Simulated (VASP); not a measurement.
# W (Fm-3m) in VASP: notebook, part 2 of 2

VASP 6.6.1.

## 4. Single point, r2SCAN

This run uses another cell than the first one, of 17.99 Å³/atom, 1.049 times its volume.

File POSCAR:

```
W
1.0
    0.0000000000      2.0795316087      2.0795316087
    2.0795316087      0.0000000000      2.0795316087
    2.0795316087      2.0795316087      0.0000000000
W
1
Direct
    0.0000000000      0.0000000000      0.0000000000
```

File INCAR.step1:

```
  ALGO = Normal
  EDIFF = 1E-4
  ENCUT = 520
  GGA = PE
  ISMEAR = -1
  LASPH = True
  LCHARG = False
  LREAL = False
  LWAVE = True
  NBANDS = 13
  NELM = 80
  PREC = Accurate
  SIGMA = 0.1
```

File INCAR.step2:

```
  ALGO = Normal
  EDIFF = 1E-7
  ENCUT = 520
  ISIF = 2
  ISMEAR = -1
  ISTART = 1
  LASPH = True
  LCHARG = False
  LMIXTAU = True
  LREAL = False
  LWAVE = False
  METAGGA = R2SCAN
  NBANDS = 13
  NELM = 80
  PREC = Accurate
  SIGMA = 0.1
```

File KPOINTS:

```
k-points
0
Gamma
  12 12 12
```

Potentials or basis: VASP PAW PBE potentials, release 64 (W_sv).

Run with:

```
$ cat potpaw_PBE.64/W_sv/POTCAR > POTCAR
$ cp INCAR.step1 INCAR
$ mpirun -np 1 vasp_std > vasp.out
$ cp INCAR.step2 INCAR
$ mpirun -np 1 vasp_std > vasp.out
```

OUTCAR:

```text
EDIFF = 1E-7
   ENCUT = 520
   ISIF = 2
   ISMEAR = -1
   ISTART = 1
   LASPH = True
   LREAL = False
   METAGGA = R2SCAN
   NELM = 80
   PREC = Accurate

 ion  position               nearest neighbor table
   1  0.000  0.000  0.000-

  LATTYP: Found a face centered cubic cell.
 ALAT       =     4.1590632174

  Lattice vectors:

 A1 = (   0.0000000000,   2.0795316087,   2.0795316087)
 A2 = (   2.0795316087,   0.0000000000,   2.0795316087)
 A3 = (   2.0795316087,   2.0795316087,   0.0000000000)

Analysis of symmetry for initial positions (statically):
=====================================================================
 Subroutine PRICEL returns:
 Original cell was already a primitive cell.

 Routine SETGRP: Setting up the symmetry group for a
 face centered cubic supercell.

 Subroutine GETGRP returns: Found 48 space group operations
 (whereof 48 operations were pure point group operations)
 out of a pool of 48 trial point group operations.

The static configuration has the point symmetry O_h .

Analysis of symmetry for dynamics (positions and initial velocities):
[... 165 lines left out ...]
  band No.  band energies     occupation
      1     -66.6718      2.00000
      2     -29.7136      2.00000
      3     -29.7136      2.00000
      4     -29.7136      2.00000
      5       0.1390      2.00000
      6       8.6460      1.99082
      7       8.6460      1.99082
      8       8.6460      1.99081
      9      11.6366      0.00000
     10      11.6366      0.00000
     11      22.3732      0.00000
     12      27.5847      0.00000
     13      27.5847      0.00000
[... 354 lines left out ...]
  band No.  band energies     occupation
      1     -66.5848      2.00000
      2     -30.5261      2.00000
      3     -29.9995      2.00000
      4     -29.8681      2.00000
      5       4.6620      2.00000
      6       7.3677      2.00000
      7       8.4829      1.99819
      8       9.3553      0.30521
      9      13.2418      0.00000
     10      15.4206      0.00000
     11      18.2985      0.00000
     12      23.9561      0.00000
     13      26.2388      0.00000

 [... further k-points ...]

------------------------ aborting loop because EDIFF is reached ----------------------------------------

  FORCE on cell =-STRESS in cart. coord.  units (eV):
  Direction    XX          YY          ZZ          XY          YZ          ZX
  --------------------------------------------------------------------------------------
  -------------------------------------------------------------------------------------
  Total       -2.7582271     -2.7582271     -2.7582271      0.0000000      0.0000000      0.0000000
  in kB     -245.7050201   -245.7050201   -245.7050201      0.0000000      0.0000000      0.0000000
  external PRESSURE =    -245.7050201 kB  Pullay stress =       0.0000000 kB

 VOLUME and BASIS-vectors are now :
 -----------------------------------------------------------------------------
  energy-cutoff  :      520.00
  volume of cell :       17.99
      direct lattice vectors                 reciprocal lattice vectors
     0.000000000  2.079531609  2.079531609    -0.240438759  0.240438759  0.240438759
     2.079531609  0.000000000  2.079531609     0.240438759 -0.240438759  0.240438759
     2.079531609  2.079531609  0.000000000     0.240438759  0.240438759 -0.240438759

 POSITION                                       TOTAL-FORCE (eV/Angst)
 -----------------------------------------------------------------------------------
      0.00000      0.00000      0.00000        -0.000000     -0.000000     -0.000000
 -----------------------------------------------------------------------------------
    total drift:                               -0.000000      0.000000     -0.000000

  FREE ENERGIE OF THE ION-ELECTRON SYSTEM (eV)
  ---------------------------------------------------
  free  energy   TOTEN  =       -50.6719414164 eV

  energy  without entropy=      -50.6279409602  energy(sigma->0) =      -50.64994119
```

OSZICAR.step1:

```text
N       E                     dE             d eps       ncg     rms          rms(c)
DAV:   1     0.854665851008E+02    0.85467E+02   -0.73395E+03  1872   0.120E+03
DAV:   2    -0.113236814506E+02   -0.96790E+02   -0.93064E+02  2137   0.311E+02
DAV:   3    -0.130873723168E+02   -0.17637E+01   -0.17517E+01  2042   0.405E+01
DAV:   4    -0.130958898822E+02   -0.85176E-02   -0.85172E-02  2112   0.312E+00
DAV:   5    -0.130959759766E+02   -0.86094E-04   -0.86095E-04  2107   0.297E-01    0.160E+01
DAV:   6    -0.125173797590E+02    0.57860E+00   -0.53865E-01  1997   0.940E+00    0.556E+00
DAV:   7    -0.123909992990E+02    0.12638E+00   -0.22042E-01  2077   0.563E+00    0.744E-01
DAV:   8    -0.123868221124E+02    0.41772E-02   -0.40569E-03  1887   0.812E-01    0.910E-02
DAV:   9    -0.123867377155E+02    0.84397E-04   -0.16017E-04  1997   0.145E-01
   1 F= -.12386738E+02 E0= -.12363532E+02  d E =-.464110E-01
```

It took 62 s on 1 thread of Intel Xeon Platinum 8259CL at 2.50GHz (Skylake/Cascade Lake), shared host; peak memory 0.15 GiB.

What came out:

| Item | Value |
| --- | --- |
| Free energy | -50.6719 eV |
| Pressure | -24.6 GPa |
| Band gap on the k mesh | zero (band 7 reaches 11.67 eV, above the bottom of band 8 at 8.65 eV) |

Caveat: the PAW data sets were made with another functional, which shifts forces and pressure a little; spin-orbit coupling is left out, which moves the levels of the heavy elements.

## 5. Single point, r2SCAN

This run uses another cell than the first one, of 18.40 Å³/atom, 1.073 times its volume.

File POSCAR:

```
W
1.0
    0.0000000000      2.0955286344      2.0955286344
    2.0955286344      0.0000000000      2.0955286344
    2.0955286344      2.0955286344      0.0000000000
W
1
Direct
    0.0000000000      0.0000000000      0.0000000000
```

File INCAR.step1:

```
SYSTEM = W
PREC = Accurate
ENCUT = 520
ISMEAR = -1
SIGMA = 0.1
LREAL = .FALSE.
LASPH = .TRUE.
NELM = 80
NBANDS = 13
GGA = PE
ALGO = Normal
EDIFF = 1E-4
LWAVE = .TRUE.
LCHARG = .FALSE.
```

File INCAR.step2:

```
SYSTEM = W
PREC = Accurate
ENCUT = 520
EDIFF = 1E-6
ISMEAR = -1
SIGMA = 0.1
LREAL = .FALSE.
LASPH = .TRUE.
NELM = 80
ALGO = Normal
ISIF = 2
LWAVE = .FALSE.
LCHARG = .FALSE.
METAGGA = R2SCAN
LMIXTAU = .TRUE.
NBANDS = 13
ISTART = 1
```

File KPOINTS:

```
regular mesh
0
G
  12 12 12
  0 0 0
```

Run with:

```
$ cat potpaw_PBE.64/W_sv/POTCAR > POTCAR
$ cp INCAR.step1 INCAR
$ mpirun -np 1 vasp_std > vasp.out
$ cp INCAR.step2 INCAR
$ mpirun -np 1 vasp_std > vasp.out
```

Wall time 46 s (1 thread of Intel Xeon Platinum 8259CL at 2.50GHz (Skylake/Cascade Lake), shared host); peak memory 0.16 GiB.

The run converged. Its results:

* Free energy: -50.6023 eV
* Pressure: -28.8 GPa
* Band gap on the k mesh: zero (band 7 reaches 11.28 eV, above the bottom of band 8 at 8.38 eV)

Levels at points of the mesh, in eV from the Fermi level:
```tsv
k point	band 3	band 4	band 5	band 6	band 7	band 8	band 9	band 10	band 11	band 12
(0.00, 0.00, 0.00)	-38.97	-38.97	-8.92	-0.52	-0.52	-0.52	2.38	2.38	13.15	18.25
(0.50, 0.00, 0.00)	-39.08	-39.08	-5.34	-0.62	-0.62	0.12	4.44	4.44	9.11	12.76
(0.50, 0.50, 0.00)	-39.27	-39.27	-4.98	-4.14	2.39	4.49	5.00	5.00	11.28	11.28
```

Caveat: the PAW data sets were made with another functional, which shifts forces and pressure a little; spin-orbit coupling is left out, which moves the levels of the heavy elements.

## 6. Summary

| cell | gap on the mesh (eV) | pressure (GPa) |
| --- | --- | --- |
| a = 2.895 Å, angles 60.0°, 1 atom | none | -14.3 |
| a = 2.918 Å, angles 60.0°, 1 atom | none | -19.8 |
| a = 2.941 Å, angles 60.0°, 1 atom | none | -24.6 |
| a = 2.964 Å, angles 60.0°, 1 atom | none | -28.8 |

Alike in all rows: task single point; level r2SCAN; potentials or basis VASP PAW PBE potentials, release 64 (W_sv); no spin polarisation; k mesh 12 × 12 × 12; cutoff (eV) 520; smearing fermi-dirac 0.1 eV.

Caveats: the PAW data sets were made with another functional, which shifts forces and pressure a little; spin-orbit coupling is left out, which moves the levels of the heavy elements.

Absolute energies hang on the potentials; compare differences alone.
